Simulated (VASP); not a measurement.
# W (Pm-3m) in VASP: further runs, part 2 of 2

VASP 6.6.1. The steps go on from the part before.

### Step 5. Single point, LDA (volume scaled by 0.96)

File INCAR:

```
SYSTEM = W
PREC     = Accurate       ! precision mode
ENCUT    = 520            ! plane-wave cutoff, eV
EDIFF    = 1E-6           ! SCF threshold, eV
ISMEAR   = -1             ! smearing method
SIGMA    = 0.1            ! smearing width, eV
LREAL    = .False.        ! projectors in reciprocal space
LASPH    = .True.         ! aspherical terms in the spheres
NELM     = 100            ! most SCF steps
ALGO     = Normal         ! electronic algorithm
ISIF     = 2              ! what is computed and relaxed
LWAVE    = .False.        ! write WAVECAR
LCHARG   = .False.        ! write CHGCAR
GGA      = CA             ! functional
NBANDS   = 13             ! bands
```

File KPOINTS:

```
Automatic mesh
0
Gamma
  14 14 14
  0 0 0
```

File POSCAR:

```
W
1.0
    2.5576929354      0.0000000000      0.0000000000
    0.0000000000      2.5576929354      0.0000000000
    0.0000000000      0.0000000000      2.5576929354
W
1
Direct
    0.0000000000      0.0000000000      0.0000000000
```

Potentials or basis: VASP PAW LDA potentials, release 64 (W_sv).

Started as:

```bash
cat potpaw_LDA.64/W_sv/POTCAR > POTCAR
mpirun -np 1 vasp_std > vasp.out
```

OUTCAR:

```text
SYSTEM = W
   PREC = Accurate
   ENCUT = 520
   EDIFF = 1E-6
   ISMEAR = -1
   LREAL = .False.
   LASPH = .True.
   NELM = 100
   ISIF = 2
   GGA = CA

 ion  position               nearest neighbor table
   1  0.000  0.000  0.000-

  LATTYP: Found a simple cubic cell.
 ALAT       =     2.5576929354

  Lattice vectors:

 A1 = (   2.5576929354,   0.0000000000,   0.0000000000)
 A2 = (   0.0000000000,   2.5576929354,   0.0000000000)
 A3 = (   0.0000000000,   0.0000000000,   2.5576929354)

Analysis of symmetry for initial positions (statically):
=====================================================================
 Subroutine PRICEL returns:
 Original cell was already a primitive cell.

 Routine SETGRP: Setting up the symmetry group for a
 simple cubic supercell.

 Subroutine GETGRP returns: Found 48 space group operations
 (whereof 48 operations were pure point group operations)
 out of a pool of 48 trial point group operations.

The static configuration has the point symmetry O_h .

Analysis of symmetry for dynamics (positions and initial velocities):
=====================================================================
[... 160 lines left out ...]
 fundamental gap:      0.0069368377
 Fermi energy:        10.4597550975

 k-point     1 :       0.0000    0.0000    0.0000
  band No.  band energies     occupation
      1     -63.1875      2.00000
      2     -26.8911      2.00000
      3     -26.8911      2.00000
      4     -26.8911      2.00000
      5       1.4867      2.00000
      6       5.6006      2.00000
      7       5.6006      2.00000
      8      15.6912      0.00000
      9      15.6912      0.00000
     10      15.6912      0.00000
     11      25.9152      0.00000
     12      25.9152      0.00000
     13      25.9152      0.00000
[... 354 lines left out ...]
  band No.  band energies     occupation
      1     -63.0181      2.00000
      2     -28.2000      2.00000
      3     -27.4309      2.00000
      4     -26.7058      2.00000
      5       5.4149      2.00000
      6       7.1509      2.00000
      7       9.1117      2.00000
      8      12.2656      0.00000
      9      12.3102      0.00000
     10      14.2076      0.00000
     11      21.0553      0.00000
     12      25.8357      0.00000
     13      28.0484      0.00000

 [... further k-points ...]
[... 5 lines left out ...]
  --------------------------------------------------------------------------------------
  -------------------------------------------------------------------------------------
  Total        1.2617544      1.2617544      1.2617544     -0.0000000     -0.0000000      0.0000000
  in kB      120.8203758    120.8203758    120.8203758     -0.0000000     -0.0000000      0.0000000
  external PRESSURE =     120.8203758 kB  Pullay stress =       0.0000000 kB

 VOLUME and BASIS-vectors are now :
 -----------------------------------------------------------------------------
  energy-cutoff  :      520.00
  volume of cell :       16.73
      direct lattice vectors                 reciprocal lattice vectors
     2.557692935  0.000000000  0.000000000     0.390977348  0.000000000  0.000000000
     0.000000000  2.557692935  0.000000000     0.000000000  0.390977348  0.000000000
     0.000000000  0.000000000  2.557692935     0.000000000  0.000000000  0.390977348

 POSITION                                       TOTAL-FORCE (eV/Angst)
 -----------------------------------------------------------------------------------
      0.00000      0.00000      0.00000         0.000000      0.000000      0.000000
 -----------------------------------------------------------------------------------
    total drift:                                0.000000      0.000000      0.000000

  FREE ENERGIE OF THE ION-ELECTRON SYSTEM (eV)
  ---------------------------------------------------
  free  energy   TOTEN  =       -12.6182448632 eV

  energy  without entropy=      -12.5823205085  energy(sigma->0) =      -12.60028269
```

OSZICAR:

```text
N       E                     dE             d eps       ncg     rms          rms(c)
DAV:   1     0.891456822373E+02    0.89146E+02   -0.73626E+03  3133   0.120E+03
DAV:   2    -0.112428497138E+02   -0.10039E+03   -0.95722E+02  3425   0.318E+02
DAV:   3    -0.130349217797E+02   -0.17921E+01   -0.17837E+01  3575   0.417E+01
DAV:   4    -0.130432996178E+02   -0.83778E-02   -0.83775E-02  3425   0.313E+00
DAV:   5    -0.130433768290E+02   -0.77211E-04   -0.77212E-04  3615   0.287E-01    0.206E+01
DAV:   6    -0.127061371282E+02    0.33724E+00   -0.27917E-01  3175   0.647E+00    0.902E+00
DAV:   7    -0.126222873386E+02    0.83850E-01   -0.13070E-01  3380   0.419E+00    0.548E-01
DAV:   8    -0.126182463189E+02    0.40410E-02   -0.50221E-03  3295   0.949E-01    0.358E-02
DAV:   9    -0.126182425980E+02    0.37209E-05   -0.68283E-05  3520   0.101E-01    0.353E-02
DAV:  10    -0.126182447813E+02   -0.21833E-05   -0.81833E-06  3450   0.343E-02    0.812E-03
DAV:  11    -0.126182448632E+02   -0.81886E-07   -0.16442E-07  1815   0.446E-03
   1 F= -.12618245E+02 E0= -.12600283E+02  d E =-.359244E-01
```

Run time: 6.6 s. Hardware: 1 thread of Intel Xeon 6975P-C (Granite Rapids), shared host; peak memory 0.13 GiB.

What came out:

- Free energy: -12.6182 eV
- Pressure: 12.1 GPa
- Band gap on the k mesh: zero (band 7 reaches 12.50 eV, above the bottom of band 8 at 9.59 eV)

Caveat: spin-orbit coupling is left out, which moves the levels of the heavy elements.

### Step 6. Single point, LDA

File INCAR:

```
SYSTEM = W
PREC = Accurate
ENCUT = 520
EDIFF = 1E-6
ISMEAR = -1
SIGMA = 0.1
LREAL = .False.
LASPH = .True.
NELM = 80
ALGO = Normal
ISIF = 2
LWAVE = .False.
LCHARG = .True.
LELF = .True.
LVHAR = .True.
NBANDS = 13
```

KPOINTS is that of step 5.

File POSCAR:

```
W
1.0
    2.5927341793      0.0000000000      0.0000000000
    0.0000000000      2.5927341793      0.0000000000
    0.0000000000      0.0000000000      2.5927341793
W
1
Direct
    0.0000000000      0.0000000000      0.0000000000
```

Potentials or basis: VASP PAW LDA potentials, release 64 (W_sv).

Started as:

```bash
cat potpaw_LDA.64/W_sv/POTCAR > POTCAR
mpirun -np 1 vasp_std > vasp.out
```

OUTCAR:

```text
SYSTEM = W
   PREC = Accurate
   ENCUT = 520
   EDIFF = 1E-6
   ISMEAR = -1
   LREAL = .False.
   LASPH = .True.
   NELM = 80
   ISIF = 2

 ion  position               nearest neighbor table
   1  0.000  0.000  0.000-

  LATTYP: Found a simple cubic cell.
 ALAT       =     2.5927341793

  Lattice vectors:

 A1 = (   2.5927341793,   0.0000000000,   0.0000000000)
 A2 = (   0.0000000000,   2.5927341793,   0.0000000000)
 A3 = (   0.0000000000,   0.0000000000,   2.5927341793)

[... 553 lines left out ...]
      5       4.9767      2.00000
      6       6.7466      2.00000
      7       8.5724      2.00000
      8      11.6162      0.00000
      9      11.6299      0.00000
     10      13.4554      0.00000
     11      20.1233      0.00000
     12      24.8593      0.00000
     13      27.1784      0.00000

 [... further k-points ...]
[... 5 lines left out ...]
  --------------------------------------------------------------------------------------
  -------------------------------------------------------------------------------------
  Total        0.1385280      0.1385280      0.1385280      0.0000000      0.0000000      0.0000000
  in kB       12.7342726     12.7342726     12.7342726      0.0000000      0.0000000      0.0000000
  external PRESSURE =      12.7342726 kB  Pullay stress =       0.0000000 kB

 VOLUME and BASIS-vectors are now :
 -----------------------------------------------------------------------------
  energy-cutoff  :      520.00
  volume of cell :       17.43
      direct lattice vectors                 reciprocal lattice vectors
     2.592734179  0.000000000  0.000000000     0.385693222  0.000000000  0.000000000
     0.000000000  2.592734179  0.000000000     0.000000000  0.385693222  0.000000000
     0.000000000  0.000000000  2.592734179     0.000000000  0.000000000  0.385693222

 POSITION                                       TOTAL-FORCE (eV/Angst)
 -----------------------------------------------------------------------------------
      0.00000      0.00000      0.00000         0.000000      0.000000      0.000000
 -----------------------------------------------------------------------------------
    total drift:                               -0.000000      0.000000      0.000000

  FREE ENERGIE OF THE ION-ELECTRON SYSTEM (eV)
  ---------------------------------------------------
  free  energy   TOTEN  =       -12.6468579157 eV

  energy  without entropy=      -12.6087140877  energy(sigma->0) =      -12.62778600
```

OSZICAR:

```text
N       E                     dE             d eps       ncg     rms          rms(c)
DAV:   1     0.874109687185E+02    0.87411E+02   -0.75023E+03  3136   0.120E+03
DAV:   2    -0.113450864435E+02   -0.98756E+02   -0.94097E+02  3475   0.315E+02
DAV:   3    -0.130903209088E+02   -0.17452E+01   -0.17331E+01  3510   0.409E+01
DAV:   4    -0.130991043315E+02   -0.87834E-02   -0.87832E-02  3485   0.317E+00
DAV:   5    -0.130991897986E+02   -0.85467E-04   -0.85468E-04  3520   0.301E-01    0.191E+01
DAV:   6    -0.127361770576E+02    0.36301E+00   -0.31700E-01  3170   0.680E+00    0.810E+00
DAV:   7    -0.126510774519E+02    0.85100E-01   -0.13729E-01  3370   0.422E+00    0.518E-01
DAV:   8    -0.126468589780E+02    0.42185E-02   -0.48612E-03  3290   0.926E-01    0.302E-02
DAV:   9    -0.126468559396E+02    0.30385E-05   -0.68063E-05  3530   0.999E-02    0.355E-02
DAV:  10    -0.126468578411E+02   -0.19016E-05   -0.85536E-06  3455   0.353E-02    0.650E-03
DAV:  11    -0.126468579157E+02   -0.74618E-07   -0.16058E-07  1845   0.447E-03
   1 F= -.12646858E+02 E0= -.12627786E+02  d E =-.381438E-01
```

Run time: 7.4 s. Hardware: 1 thread of Intel Xeon 6975P-C (Granite Rapids), shared host; peak memory 0.13 GiB.

Results:

```
Free energy            : -12.6469 eV
Pressure               : 1.3 GPa
Band gap on the k mesh : zero (band 7 reaches 11.78 eV, above the bottom of band 8 at 9.11 eV)
```

Caveat: spin-orbit coupling is left out, which moves the levels of the heavy elements.

### Step 7. Summary

| cell | k mesh | gap on the mesh (eV) | pressure (GPa) |
| --- | --- | --- | --- |
| a = 2.593 Å, 1 atom | 12 × 12 × 12 | none | 1.6 |
| a = 2.485 Å, 1 atom | 14 × 14 × 14 | none | 41.9 |
| a = 2.522 Å, 1 atom | 14 × 14 × 14 | none | 25.4 |
| a = 2.558 Å, 1 atom | 14 × 14 × 14 | none | 12.1 |
| a = 2.593 Å, 1 atom | 14 × 14 × 14 | none | 1.3 |

Alike in all rows: task single point; level LDA; potentials or basis VASP PAW LDA potentials, release 64 (W_sv); no spin polarisation; cutoff (eV) 520; smearing fermi-dirac 0.1 eV.

Caveats: spin-orbit coupling is left out, which moves the levels of the heavy elements.

Absolute energies hang on the potentials; compare differences alone.
